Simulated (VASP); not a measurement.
# CsRbMg6 (P1) in VASP: single point with PBE

Aim: the single point of CsRbMg6 with PBE.

Program: VASP 6.6.1. These are calculated values, not measurements. Logs are shortened: lines on timing, memory, paths and dates and some standing lists are left out, and cuts for length are marked.

## (1) The cell of the first run

The typed cell holds 8 atoms: a = 7.540 Å, b = 5.043 Å, c = 8.690 Å, α = 90.00°, β = 114.50°, γ = 90.00°.

## (2) Single point, PBE (atoms moved at random)

Contents of INCAR:

```
PREC = Accurate
ENCUT = 520
EDIFF = 1E-6
ISMEAR = -1
SIGMA = 0.05
LREAL = False
LASPH = True
NELM = 80
ALGO = Fast
ISIF = 2
LWAVE = False
LCHARG = True
GGA = PE
LELF = True
LVHAR = True
NBANDS = 25
```

Contents of KPOINTS:

```
regular mesh
0
Gamma
  4 5 4
```

Contents of POSCAR:

```
CsRbMg6
1.0
    7.5399190000      0.0000000000      0.0000000000
    0.0000000000      5.0427420000      0.0000000000
   -3.6031940000      0.0000000000      7.9074590000
Cs Rb Mg
1 1 6
Direct
    0.8120490000      0.0032820000      0.1338980000
    0.3266900000     -0.0046940000      0.1462490000
    0.6219300000      0.4907660000      0.7506760000
    0.1222650000      0.5060060000      0.7556910000
    0.7343780000      0.4985410000      0.4541570000
    0.2247430000      0.5129620000      0.4507210000
    0.8318740000      0.0018920000      0.6645640000
    0.3242250000     -0.0100740000      0.6496380000
```

Potentials or basis: VASP PAW PBE potentials, release 64 (Cs_sv, Rb_sv, Mg).

The run is started by

```bash
cat potpaw_PBE.64/Cs_sv/POTCAR potpaw_PBE.64/Rb_sv/POTCAR potpaw_PBE.64/Mg/POTCAR > POTCAR
mpirun -np 1 vasp_std > vasp.out
```

OUTCAR:

```text
PREC = Accurate
   ENCUT = 520
   EDIFF = 1E-6
   ISMEAR = -1
   LREAL = False
   LASPH = True
   NELM = 80
   ISIF = 2
   GGA = PE

 ion  position               nearest neighbor table
   1  0.812  0.003  0.134-   2 3.71   2 3.84
   2  0.327  0.995  0.146-   1 3.71   1 3.84   6 3.90   4 3.96   5 4.01   6 4.01   4 4.02   5 4.03
                             7 4.30   8 4.31   8 4.38   7 4.54
   3  0.622  0.491  0.751-   5 3.03   6 3.05   7 3.18   8 3.24   8 3.25   7 3.27
   4  0.122  0.506  0.756-   5 3.01   6 3.05   7 3.20   8 3.21   7 3.23   8 3.33   2 3.96   2 4.02

   5  0.734  0.499  0.454-   7 3.01   4 3.01   3 3.03   7 3.04   2 4.01   2 4.03
   6  0.225  0.513  0.451-   8 2.87   3 3.05   4 3.05   8 3.07   2 3.90   2 4.01
   7  0.832  0.002  0.665-   5 3.01   5 3.04   3 3.18   4 3.20   4 3.23   3 3.27   2 4.30   2 4.54

   8  0.324  0.990  0.650-   6 2.87   6 3.07   4 3.21   3 3.24   3 3.25   4 3.33   2 4.31   2 4.38

  LATTYP: Found a simple monoclinic cell.
 ALAT       =     7.5399190000
 B/A-ratio  =     0.6688058585
 C/A-ratio  =     1.1524927064
 COS(beta)  =    -0.4146510598

  Lattice vectors:

 A1 = (   7.5399190000,   0.0000000000,   0.0000000000)
 A2 = (   0.0000000000,   5.0427420000,   0.0000000000)
 A3 = (  -3.6031940000,   0.0000000000,   7.9074590000)

Analysis of symmetry for initial positions (statically):
=====================================================================
 Subroutine PRICEL returns:
 Original cell was already a primitive cell.

 Routine SETGRP: Setting up the symmetry group for a
 simple monoclinic supercell.

 Subroutine GETGRP returns: Found  1 space group operations
 (whereof  1 operations were pure point group operations)
 out of a pool of  4 trial point group operations.

The static configuration has the point symmetry C_1 .

Analysis of symmetry for dynamics (positions and initial velocities):
=====================================================================
 Subroutine PRICEL returns:
 Original cell was already a primitive cell.

 Routine SETGRP: Setting up the symmetry group for a
 simple monoclinic supercell.

 Subroutine GETGRP returns: Found  1 space group operations
 (whereof  1 operations were pure point group operations)
 out of a pool of  4 trial point group operations.

The dynamic configuration has the point symmetry C_1 .

 Subroutine INISYM returns: Found  1 space group operations
 (whereof  1 operations are pure point group operations),
 and found     1 'primitive' translations

----------------------------------------------------------------------------------------

                                     Primitive cell

  volume of cell :     300.6563

  direct lattice vectors                    reciprocal lattice vectors
     7.539919000  0.000000000  0.000000000     0.132627419  0.000000000  0.060434372
     0.000000000  5.042742000  0.000000000     0.000000000  0.198304811  0.000000000
    -3.603194000  0.000000000  7.907459000     0.000000000  0.000000000  0.126462875

  length of vectors
     7.539919000  5.042742000  8.689701654     0.145747541  0.198304811  0.126462875

  position of ions in fractional coordinates (direct lattice)
     0.812049000  0.003282000  0.133898000
     0.326690000  0.995306000  0.146249000
     0.621930000  0.490766000  0.750676000
     0.122265000  0.506006000  0.755691000
     0.734378000  0.498541000  0.454157000
     0.224743000  0.512962000  0.450721000
     0.831874000  0.001892000  0.664564000
     0.324225000  0.989926000  0.649638000

  ion indices of the primitive-cell ions
   primitive index   ion index
                 1           1
                 2           2
                 3           3
                 4           4
                 5           5
                 6           6
                 7           7
                 8           8

----------------------------------------------------------------------------------------

 KPOINTS: regular mesh

Automatic generation of k-mesh.
 Grid dimensions read from file:
 generate k-points for:    4    5    4

 Generating k-lattice:

  Cartesian coordinates                     Fractional coordinates (reciprocal lattice)
     0.033156855  0.000000000  0.015108593     0.250000000  0.000000000 -0.000000000
     0.000000000  0.039660962  0.000000000     0.000000000  0.200000000  0.000000000
     0.000000000  0.000000000  0.031615719     0.000000000  0.000000000  0.250000000

  Length of vectors
     0.036436885  0.039660962  0.031615719

  Shift w.r.t. Gamma in fractional coordinates (k-lattice)
     0.000000000  0.000000000  0.000000000

 Subroutine IBZKPT returns following result:
 ===========================================

 Found     42 irreducible k-points:

 Following reciprocal coordinates:
            Coordinates               Weight
  0.000000  0.000000  0.000000      1.000000
  0.250000  0.000000 -0.000000      2.000000
  0.500000  0.000000 -0.000000      1.000000
  0.000000  0.200000  0.000000      2.000000
  0.250000  0.200000 -0.000000      2.000000
 -0.250000  0.200000  0.000000      2.000000
[... 16 lines left out ...]
  0.250000  0.200000 -0.250000      2.000000
  0.000000  0.400000  0.250000      2.000000
 [... further k-points ...]
   k-points           NKPTS =     42   k-points in BZ     NKDIM =     42   number of bands    NBANDS=     25
   number of dos      NEDOS =    301   number of ions     NIONS =      8
   total plane-waves  NPLWV = 156800
   dimension x,y,z NGX =    56 NGY =   40 NGZ =   70
   dimension x,y,z NGXF=   112 NGYF=   80 NGZF=  140
   ions per type =               1   1   6
   NGX,Y,Z   is equivalent  to a cutoff of  12.35, 13.19, 13.39 a.u.
   NGXF,Y,Z  is equivalent  to a cutoff of  24.69, 26.37, 26.78 a.u.
 SYSTEM =  unknown system
   PREC   = accura    normal or accurate (medium, high low for compatibility)
   ISTART =      0    job   : 0-new  1-cont  2-samecut
   ICHARG =      2    charge: 1-file 2-atom 10-const
   ISPIN  =      1    spin polarized calculation?
   LNONCOLLINEAR =      F non collinear calculations
   LSORBIT =      F    spin-orbit coupling
   LASPH  =      T    aspherical Exc in radial PAW
   ENCUT  =  520.0 eV  38.22 Ry    6.18 a.u.  14.02  9.38 16.16*2*pi/ulx,y,z
   NELM   =     80;   NELMIN=  2; NELMDL= -5     # of ELM steps
   EDIFF  = 0.1E-05   stopping-criterion for ELM
   LREAL  =      F    real-space projection
   EDIFFG = 0.1E-04   stopping-criterion for IOM
   NSW    =      0    number of steps for IOM
   IBRION =     -1    ionic relax: 0-MD 1-quasi-New 2-CG
   NFREE  =      0    steps in history (QN), initial steepest desc. (CG)
   ISIF   =      2    stress and relaxation
   ISYM   =      2    0-nonsym 1-usesym 2-fastsym
   POTIM  = 0.5000    time-step for ionic-motion
   TEBEG  =    0.0;   TEEND  =   0.0 temperature during run
   PSTRESS=    0.0 pullay stress
   NELECT =      30.0000    total number of electrons
   NUPDOWN=      -1.0000    fix difference up-down
   EMIN   =  10.00;   EMAX   =-10.00  energy-range for DOS
   EFERMI =   0.00;   METHOD = LEGACY
   ISMEAR =    -1;   SIGMA  =   0.05  broadening in eV -4-tet -1-fermi 0-gaus
   EFERMI_NEDOS =   21; number of points for ismear=-14 and -15
   IALGO  =     68    algorithm
   IMIX   =      4    mixing-type and parameters
     AMIX     =   0.40;   BMIX     =  1.00
     AMIX_MAG =   1.60;   BMIX_MAG =  1.00
  volume/ion in A,a.u.               =      37.58       253.62
  Fermi-wavevector in a.u.,A,eV,Ry     =   0.759320  1.434908  7.844679  0.576568
  Thomas-Fermi vector in A             =   1.858089
   LORBIT       =      0    0 simple, 1 ext, 2 COOP (PROOUT), +10 PAW based schemes
   GGA     = PE    functional components
   LHFCALC =     F    Hartree Fock is set to
   AEXX    =    0.0000 exact exchange contribution
   IVDW    =     0    specifies the selected vdW correction
   LEPSILON=     F    determine dielectric tensor
   LRPA    =     F    only Hartree local field effects (RPA)
 non-spin polarized calculation
 RMM-DIIS sequential band-by-band and
  energy-cutoff  :      520.00
  volume of cell :      300.66
 maximum number of plane-waves:      8125
   NGX = 29   NGY = 19   NGZ = 33

 number of electron      30.0000000 magnetization

 Free energy of the ion-electron system (eV)
  ---------------------------------------------------
  ext. energy  EPLUGINS =         0.00000000
  ---------------------------------------------------
  free energy    TOTEN  =        -8.79382698 eV

  energy without entropy =       -8.75960028  energy(sigma->0) =       -8.77671363

 E-fermi :   1.3776     XC(G=0):  -7.3415

 val. band max:        1.3771500449   @ k =   0.0000   0.2000   0.0000
 cond. band min:       1.3776319018   @ k =  -0.2500   0.4000   0.2500
 fundamental gap:      0.0004818569
 Fermi energy:         1.3775785078

 k-point     1 :       0.0000    0.0000    0.0000
  band No.  band energies     occupation
      1     -26.9555      2.00000
      2     -21.6718      2.00000
      3     -11.2824      2.00000
      4     -11.0110      2.00000
      5     -11.0081      2.00000
      6      -8.5654      2.00000
[... 17 lines left out ...]
     24       4.2125      0.00000
     25       4.6174      0.00000

 k-point     2 :       0.2500    0.0000   -0.0000
  band No.  band energies     occupation
      1     -26.9555      2.00000
      2     -21.6725      2.00000
      3     -11.2470      2.00000
      4     -11.0105      2.00000
      5     -11.0076      2.00000
      6      -8.6349      2.00000
[... 17 lines left out ...]
     24       4.1404      0.00000
     25       4.3226      0.00000

 k-point     3 :       0.5000    0.0000   -0.0000
  band No.  band energies     occupation
      1     -26.9554      2.00000
      2     -21.6732      2.00000
      3     -11.2100      2.00000
      4     -11.0099      2.00000
      5     -11.0071      2.00000
      6      -8.7052      2.00000
[... 17 lines left out ...]
     24       4.1732      0.00000
     25       4.3474      0.00000

 k-point     4 :       0.0000    0.2000    0.0000
  band No.  band energies     occupation
      1     -26.9551      2.00000
      2     -21.6695      2.00000
      3     -11.2797      2.00000
      4     -11.0286      2.00000
      5     -11.0082      2.00000
      6      -8.5591      2.00000
[... 17 lines left out ...]
     24       4.5288      0.00000
     25       4.9532      0.00000

 k-point     5 :       0.2500    0.2000   -0.0000
  band No.  band energies     occupation
      1     -26.9550      2.00000
      2     -21.6702      2.00000
      3     -11.2445      2.00000
      4     -11.0280      2.00000
      5     -11.0076      2.00000
      6      -8.6277      2.00000
[... 17 lines left out ...]
     24       4.4000      0.00000
     25       4.4654      0.00000

 k-point     6 :      -0.2500    0.2000    0.0000
  band No.  band energies     occupation
      1     -26.9550      2.00000
      2     -21.6702      2.00000
      3     -11.2445      2.00000
      4     -11.0279      2.00000
      5     -11.0076      2.00000
      6      -8.6277      2.00000
[... 17 lines left out ...]
     24       4.3927      0.00000
     25       4.4604      0.00000
[... 393 lines left out ...]
 k-point    21 :       0.5000    0.2000   -0.2500
  band No.  band energies     occupation
      1     -26.9549      2.00000
      2     -21.6709      2.00000
      3     -11.2078      2.00000
      4     -11.0273      2.00000
      5     -11.0071      2.00000
      6      -8.6972      2.00000
[... 17 lines left out ...]
     24       4.5843      0.00000
     25       4.8059      0.00000

 k-point    22 :      -0.2500    0.2000    0.2500
  band No.  band energies     occupation
      1     -26.9550      2.00000
      2     -21.6702      2.00000
      3     -11.2445      2.00000
      4     -11.0279      2.00000
      5     -11.0076      2.00000
      6      -8.6278      2.00000
[... 17 lines left out ...]
     24       4.4305      0.00000
     25       4.4735      0.00000

 k-point    23 :       0.2500    0.2000   -0.2500
  band No.  band energies     occupation
      1     -26.9550      2.00000
      2     -21.6702      2.00000
      3     -11.2445      2.00000
      4     -11.0280      2.00000
      5     -11.0076      2.00000
      6      -8.6277      2.00000
[... 17 lines left out ...]
     24       4.3928      0.00000
     25       4.5034      0.00000

 k-point    24 :       0.0000    0.4000    0.2500
  band No.  band energies     occupation
      1     -26.9543      2.00000
      2     -21.6658      2.00000
      3     -11.2752      2.00000
      4     -11.0610      2.00000
      5     -11.0039      2.00000
      6      -8.5975      2.00000
[... 17 lines left out ...]
     24       4.4805      0.00000
     25       4.9462      0.00000

 [... further k-points ...]
[... 5 lines left out ...]
  --------------------------------------------------------------------------------------
  -------------------------------------------------------------------------------------
  Total       -2.3608222      1.3104433      1.4472172     -0.0083236      0.2192388     -0.1200755
  in kB      -12.5806618      6.9832634      7.7121226     -0.0443561      1.1683086     -0.6398740
  external PRESSURE =       0.7049081 kB  Pullay stress =       0.0000000 kB

 VOLUME and BASIS-vectors are now :
 -----------------------------------------------------------------------------
  energy-cutoff  :      520.00
  volume of cell :      300.66
      direct lattice vectors                 reciprocal lattice vectors
     7.539919000  0.000000000  0.000000000     0.132627419  0.000000000  0.060434372
     0.000000000  5.042742000  0.000000000     0.000000000  0.198304811  0.000000000
    -3.603194000  0.000000000  7.907459000     0.000000000  0.000000000  0.126462875

 POSITION                                       TOTAL-FORCE (eV/Angst)
 -----------------------------------------------------------------------------------
      5.64032      0.01655      1.05879         0.100001     -0.012038      0.029236
      1.93625      5.01907      1.15646        -0.044772      0.034645      0.014218
      1.98447      2.47481      5.93594        -0.040758      0.062932     -0.027250
     -1.80103      2.55166      5.97560         0.049481     -0.087250      0.145426
      3.90073      2.51401      3.59123        -0.060951      0.038017     -0.216981
      0.07051      2.58674      3.56406        -0.000519     -0.284399     -0.270164
      3.87771      0.00954      5.25501         0.015023     -0.058108      0.080138
      0.10386      4.99194      5.13699        -0.017505      0.306201      0.245378
 -----------------------------------------------------------------------------------
    total drift:                               -0.000474     -0.000243      0.000654

  FREE ENERGIE OF THE ION-ELECTRON SYSTEM (eV)
  ---------------------------------------------------
  free  energy   TOTEN  =        -8.7938269758 eV

  energy  without entropy=       -8.7596002841  energy(sigma->0) =       -8.77671363
```

It took 5 min on 1 thread of Intel Xeon 6975P-C (Granite Rapids), shared host; peak memory 0.61 GiB.

Results:

* Free energy: -8.7938 eV
* Pressure: 0.1 GPa
* Largest force: 0.393 eV/Å
* Band gap on the k mesh: zero (band 15 reaches 1.93 eV, above the bottom of band 16 at 0.91 eV)

Forces in eV/Å, atoms in the order of the input:
```
Cs   0.100 -0.012  0.029
Rb  -0.045  0.035  0.014
Mg  -0.041  0.063 -0.027
Mg   0.049 -0.087  0.145
Mg  -0.061  0.038 -0.217
Mg  -0.001 -0.284 -0.270
Mg   0.015 -0.058  0.080
Mg  -0.018  0.306  0.245
```

Levels at points of the mesh, in eV from the Fermi level:
| k point | band 12 | band 13 | band 14 | band 15 | band 16 | band 17 | band 18 | band 19 |
| --- | --- | --- | --- | --- | --- | --- | --- | --- |
| (0.00, 0.00, 0.00) | -2.08 | -1.12 | -0.32 | -0.27 | -0.06 | 0.67 | 1.64 | 1.84 |
| (0.50, 0.00, 0.00) | -1.91 | 0.11 | 0.25 | 0.31 | 0.39 | 0.47 | 0.48 | 1.30 |
| (0.00, 0.00, 0.50) | -2.63 | -0.57 | -0.18 | 0.55 | 0.65 | 0.88 | 1.30 | 1.42 |
| (0.50, 0.00, 0.50) | -1.97 | 0.18 | 0.26 | 0.34 | 0.43 | 0.44 | 0.50 | 1.32 |

Caveat: the cell differs from its parent crystal (atoms moved at random); spin-orbit coupling is left out, which moves the levels of the heavy elements.
